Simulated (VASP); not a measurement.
# Ir3O in VASP: single point with PBE

Aim: the single point of Ir3O with PBE.

Program: VASP 6.6.1. These are calculated values, not measurements. Logs are shortened: lines on timing, memory, paths and dates and some standing lists are left out, and cuts for length are marked.

**1. The cell of the first run**

The cell holds a slab with vacuum, 4 atoms: a = 2.737 Å, b = 2.737 Å, c = 19.188 Å, α = 90.00°, β = 90.00°, γ = 90.00°.

**2. Single point, PBE**

INCAR

```
  PREC = Accurate
  ENCUT = 520
  EDIFF = 1E-6
  ISMEAR = 0
  SIGMA = 0.1
  LREAL = F
  LASPH = T
  NELM = 120
  ALGO = Normal
  ISIF = 2
  LWAVE = F
  LCHARG = F
  LDIPOL = T
  IDIPOL = 3
  DIPOL = 0.5 0.5 0.344
  GGA = PE
  NBANDS = 36
  GGA_COMPAT = F
  NELMDL = -8
```

KPOINTS

```
regular mesh
0
Gamma
  10 10 1
```

POSCAR

```
Ir3O
1.0
    2.7367600872      0.0000000000      0.0000000000
    0.0000000000      2.7367600872      0.0000000000
    0.0000000000      0.0000000000     19.1883373414
Ir O
3 1
Direct
    0.5000000000      0.5000000000      0.2084599582
    0.0000000000      0.0000000000      0.3045662606
    0.5000000000      0.5000000000      0.4006776202
    0.8333333333      1.0000000000      0.4633230258
```

Potentials or basis: VASP PAW PBE potentials, release 64 (Ir_sv_GW, O).

On the command line:

```sh
$ cat potpaw_PBE.64/Ir_sv_GW/POTCAR potpaw_PBE.64/O/POTCAR > POTCAR
$ mpirun -np 1 vasp_std > vasp.out
```

OUTCAR:

```text
PREC = Accurate
   ENCUT = 520
   EDIFF = 1E-6
   ISMEAR = 0
   LREAL = F
   LASPH = T
   NELM = 120
   ISIF = 2
   GGA = PE
   NELMDL = -8

 ion  position               nearest neighbor table
   1  0.500  0.500  0.208-   2 2.67   2 2.67   2 2.67   2 2.67
   2  0.000  0.000  0.305-   1 2.67   1 2.67   1 2.67   1 2.67   3 2.67   3 2.67   3 2.67   3 2.67

   3  0.500  0.500  0.401-   4 2.04   4 2.04   4 2.58   4 2.58   2 2.67   2 2.67   2 2.67   2 2.67

   4  0.833  0.000  0.463-   3 2.04   3 2.04   3 2.58   3 2.58

  LATTYP: Found a simple tetragonal cell.
 ALAT       =     2.7367600872
 C/A-ratio  =     7.0113333760

  Lattice vectors:

 A1 = (   2.7367600872,   0.0000000000,   0.0000000000)
 A2 = (   0.0000000000,   2.7367600872,   0.0000000000)
 A3 = (   0.0000000000,   0.0000000000,  19.1883373414)

Analysis of symmetry for initial positions (statically):
=====================================================================
 Subroutine PRICEL returns:
 Original cell was already a primitive cell.

 Routine SETGRP: Setting up the symmetry group for a
 simple tetragonal supercell.

 Subroutine GETGRP returns: Found  2 space group operations
 (whereof  2 operations were pure point group operations)
 out of a pool of 16 trial point group operations.

The static configuration has the point symmetry C_1h.

Analysis of symmetry for dynamics (positions and initial velocities):
=====================================================================
 Subroutine PRICEL returns:
 Original cell was already a primitive cell.

 Routine SETGRP: Setting up the symmetry group for a
 simple tetragonal supercell.

 Subroutine GETGRP returns: Found  2 space group operations
 (whereof  2 operations were pure point group operations)
 out of a pool of 16 trial point group operations.

The dynamic configuration has the point symmetry C_1h.

 Subroutine INISYM returns: Found  2 space group operations
 (whereof  2 operations are pure point group operations),
 and found     1 'primitive' translations

----------------------------------------------------------------------------------------

                                     Primitive cell

  volume of cell :     143.7179

  direct lattice vectors                    reciprocal lattice vectors
     2.736760087  0.000000000  0.000000000     0.365395566  0.000000000  0.000000000
     0.000000000  2.736760087  0.000000000     0.000000000  0.365395566  0.000000000
     0.000000000  0.000000000 19.188337341     0.000000000  0.000000000  0.052114990

  length of vectors
     2.736760087  2.736760087 19.188337341     0.365395566  0.365395566  0.052114990

  position of ions in fractional coordinates (direct lattice)
     0.500000000  0.500000000  0.208459958
     0.000000000  0.000000000  0.304566261
     0.500000000  0.500000000  0.400677620
     0.833333333  0.000000000  0.463323026

  ion indices of the primitive-cell ions
   primitive index   ion index
                 1           1
                 2           2
                 3           3
                 4           4

----------------------------------------------------------------------------------------

 KPOINTS: regular mesh

Automatic generation of k-mesh.
 Grid dimensions read from file:
 generate k-points for:   10   10    1

 Generating k-lattice:

  Cartesian coordinates                     Fractional coordinates (reciprocal lattice)
     0.036539557  0.000000000  0.000000000     0.100000000  0.000000000  0.000000000
     0.000000000  0.036539557  0.000000000     0.000000000  0.100000000  0.000000000
     0.000000000  0.000000000  0.052114990     0.000000000  0.000000000  1.000000000

  Length of vectors
     0.036539557  0.036539557  0.052114990

  Shift w.r.t. Gamma in fractional coordinates (k-lattice)
     0.000000000  0.000000000  0.000000000

 Subroutine IBZKPT returns following result:
 ===========================================

 Found     36 irreducible k-points:

 Following reciprocal coordinates:
            Coordinates               Weight
  0.000000  0.000000  0.000000      1.000000
  0.100000  0.000000  0.000000      2.000000
  0.000000  0.100000  0.000000      2.000000
  0.200000  0.000000  0.000000      2.000000
  0.000000  0.200000  0.000000      2.000000
  0.300000  0.000000  0.000000      2.000000
[... 16 lines left out ...]
 -0.200000  0.300000  0.000000      4.000000
  0.400000  0.200000  0.000000      4.000000
 [... further k-points ...]
   k-points           NKPTS =     36   k-points in BZ     NKDIM =     36   number of bands    NBANDS=     36
   number of dos      NEDOS =    301   number of ions     NIONS =      4
   total plane-waves  NPLWV =  57600
   dimension x,y,z NGX =    20 NGY =   20 NGZ =  144
   dimension x,y,z NGXF=    40 NGYF=   40 NGZF=  288
   ions per type =               3   1
   NGX,Y,Z   is equivalent  to a cutoff of  12.15, 12.15, 12.48 a.u.
   NGXF,Y,Z  is equivalent  to a cutoff of  24.30, 24.30, 24.95 a.u.
 SYSTEM =  unknown system
   PREC   = accura    normal or accurate (medium, high low for compatibility)
   ISTART =      0    job   : 0-new  1-cont  2-samecut
   ICHARG =      2    charge: 1-file 2-atom 10-const
   ISPIN  =      1    spin polarized calculation?
   LNONCOLLINEAR =      F non collinear calculations
   LSORBIT =      F    spin-orbit coupling
   LASPH  =      T    aspherical Exc in radial PAW
   ENCUT  =  520.0 eV  38.22 Ry    6.18 a.u.   5.09  5.09 35.68*2*pi/ulx,y,z
   NELM   =    120;   NELMIN=  2; NELMDL= -8     # of ELM steps
   EDIFF  = 0.1E-05   stopping-criterion for ELM
   LREAL  =      F    real-space projection
   EDIFFG = 0.1E-04   stopping-criterion for IOM
   NSW    =      0    number of steps for IOM
   IBRION =     -1    ionic relax: 0-MD 1-quasi-New 2-CG
   NFREE  =      0    steps in history (QN), initial steepest desc. (CG)
   ISIF   =      2    stress and relaxation
   ISYM   =      2    0-nonsym 1-usesym 2-fastsym
   POTIM  = 0.5000    time-step for ionic-motion
   TEBEG  =    0.0;   TEEND  =   0.0 temperature during run
   PSTRESS=    0.0 pullay stress
   NELECT =      57.0000    total number of electrons
   NUPDOWN=      -1.0000    fix difference up-down
   EMIN   =  10.00;   EMAX   =-10.00  energy-range for DOS
   EFERMI =   0.00;   METHOD = LEGACY
   ISMEAR =     0;   SIGMA  =   0.10  broadening in eV -4-tet -1-fermi 0-gaus
   EFERMI_NEDOS =   21; number of points for ismear=-14 and -15
   IALGO  =     38    algorithm
   IMIX   =      4    mixing-type and parameters
     AMIX     =   0.40;   BMIX     =  1.00
     AMIX_MAG =   1.60;   BMIX_MAG =  1.00
  volume/ion in A,a.u.               =      35.93       242.46
  Fermi-wavevector in a.u.,A,eV,Ry     =   1.202808  2.272977 19.684178  1.446746
  Thomas-Fermi vector in A             =   2.338579
   LORBIT       =      0    0 simple, 1 ext, 2 COOP (PROOUT), +10 PAW based schemes
   GGA     = PE    functional components
   LHFCALC =     F    Hartree Fock is set to
   AEXX    =    0.0000 exact exchange contribution
   IVDW    =     0    specifies the selected vdW correction
   LEPSILON=     F    determine dielectric tensor
   LRPA    =     F    only Hartree local field effects (RPA)
 non-spin polarized calculation
 Gauss-broadening in eV      SIGMA  =   0.10
  energy-cutoff  :      520.00
  volume of cell :      143.72
 maximum number of plane-waves:      3910
   NGX = 11   NGY = 11   NGZ = 71

 dipolmoment           0.000000      0.000000     -0.557647 electrons x Angstroem

 number of electron      57.0000003 magnetization

 dipolmoment           0.000000      0.000000      0.063172 electrons x Angstroem

 Free energy of the ion-electron system (eV)
  ---------------------------------------------------
  ext. energy  EPLUGINS =         0.00000000
  ---------------------------------------------------
  free energy    TOTEN  =       -31.42760383 eV

  energy without entropy =      -31.41027709  energy(sigma->0) =      -31.41894046

 E-fermi :  -0.1205     XC(G=0):  -5.7763

 val. band max:       -0.1802932494   @ k =   0.4000   0.0000   0.0000
 cond. band min:      -0.1072733386   @ k =   0.3000   0.2000   0.0000
 fundamental gap:      0.0730199109
 Fermi energy:        -0.1205495294

 k-point     1 :       0.0000    0.0000    0.0000
  band No.  band energies     occupation
      1     -93.5059      2.00000
      2     -93.2135      2.00000
      3     -92.2475      2.00000
      4     -50.4577      2.00000
      5     -50.2582      2.00000
      6     -50.1388      2.00000
[... 28 lines left out ...]
     35       5.1930      0.00000
     36       5.7162      0.00000

 k-point     2 :       0.1000    0.0000    0.0000
  band No.  band energies     occupation
      1     -93.5039      2.00000
      2     -93.2118      2.00000
      3     -92.2458      2.00000
      4     -50.4598      2.00000
      5     -50.2533      2.00000
      6     -50.1714      2.00000
[... 28 lines left out ...]
     35       5.4350      0.00000
     36       6.1238      0.00000

 k-point     3 :       0.0000    0.1000    0.0000
  band No.  band energies     occupation
      1     -93.5038      2.00000
      2     -93.2118      2.00000
      3     -92.2458      2.00000
      4     -50.4514      2.00000
      5     -50.3072      2.00000
      6     -50.1258      2.00000
[... 28 lines left out ...]
     35       5.4486      0.00000
     36       6.1673      0.00000
[... 742 lines left out ...]
 k-point    23 :      -0.2000    0.3000    0.0000
  band No.  band energies     occupation
      1     -93.4847      2.00000
      2     -93.1957      2.00000
      3     -92.2290      2.00000
      4     -50.5321      2.00000
      5     -50.4383      2.00000
      6     -50.1859      2.00000
[... 28 lines left out ...]
     35       7.5902      0.00000
     36       8.5569      0.00000

 k-point    24 :       0.4000    0.2000    0.0000
  band No.  band energies     occupation
      1     -93.4796      2.00000
      2     -93.1910      2.00000
      3     -92.2242      2.00000
      4     -50.5737      2.00000
      5     -50.4038      2.00000
      6     -50.2863      2.00000
[... 28 lines left out ...]
     35       6.4762      0.00000
     36       8.4094      0.00000

 [... further k-points ...]

------------------------ aborting loop because EDIFF is reached ----------------------------------------

 vacuum level on the upper side and lower side of the slab       (xc-potential included)         0.562        -0.948

  FORCE on cell =-STRESS in cart. coord.  units (eV):
  Direction    XX          YY          ZZ          XY          YZ          ZX
  --------------------------------------------------------------------------------------
  -------------------------------------------------------------------------------------
  Total       -0.9429532     -2.2391598      1.9802550      0.0000000      0.0000000      0.0154249
  in kB      -10.5121101    -24.9623162     22.0760260      0.0000000      0.0000000      0.1719578
  external PRESSURE =      -4.4661334 kB  Pullay stress =       0.0000000 kB

 VOLUME and BASIS-vectors are now :
 -----------------------------------------------------------------------------
  energy-cutoff  :      520.00
  volume of cell :      143.72
      direct lattice vectors                 reciprocal lattice vectors
     2.736760087  0.000000000  0.000000000     0.365395566  0.000000000  0.000000000
     0.000000000  2.736760087  0.000000000     0.000000000  0.365395566  0.000000000
     0.000000000  0.000000000 19.188337341     0.000000000  0.000000000  0.052114990

 POSITION                                       TOTAL-FORCE (eV/Angst)
 -----------------------------------------------------------------------------------
      1.36838      1.36838      4.00000        -0.303029      0.000000     -0.216496
      0.00000      0.00000      5.84412        -0.020957      0.000000     -1.025248
      1.36838      1.36838      7.68834         1.267985      0.000000      1.193769
      2.28063      0.00000      8.89040        -0.943999      0.000000      0.047975
 -----------------------------------------------------------------------------------
    total drift:                                0.000398      0.000000      0.000077

  FREE ENERGIE OF THE ION-ELECTRON SYSTEM (eV)
  ---------------------------------------------------
  free  energy   TOTEN  =       -31.4276038310 eV

  energy  without entropy=      -31.4102770888  energy(sigma->0) =      -31.41894046

 vacuum level on the upper side and lower side of the slab         6.740         5.184
```

Run time: 5.7 min. Hardware: 1 thread of Intel Xeon 6975P-C (Granite Rapids), shared host; peak memory 0.33 GiB.

Results:

| Quantity | Value |
| --- | --- |
| Free energy | -31.4276 eV |
| Largest force | 1.742 eV/Å |
| Band gap on the k mesh | zero (an odd number of electrons rules out a gap without spin polarisation) |

Forces on the atoms (eV/Å):
```
Ir  -0.303  0.000 -0.216
Ir  -0.021  0.000 -1.025
Ir   1.268  0.000  1.194
O   -0.944  0.000  0.048
```

Levels at points of the mesh, in eV from the Fermi level:
```csv
k point,band 26,band 27,band 28,band 29,band 30,band 31
"(0.00, 0.00, 0.00)",-1.31,-0.77,-0.54,-0.49,0.14,0.66
"(0.50, 0.00, 0.00)",-1.61,-0.93,-0.11,0.50,0.54,1.67
"(0.00, 0.50, 0.00)",-1.49,-0.92,-0.43,0.24,0.50,0.76
"(0.50, 0.50, 0.00)",0.56,0.72,0.98,1.05,1.18,2.09
```

Caveat: spin-orbit coupling is left out, which moves the levels of the heavy elements.

The gap in the log of VASP goes by the Fermi energy; the results here count the filled bands.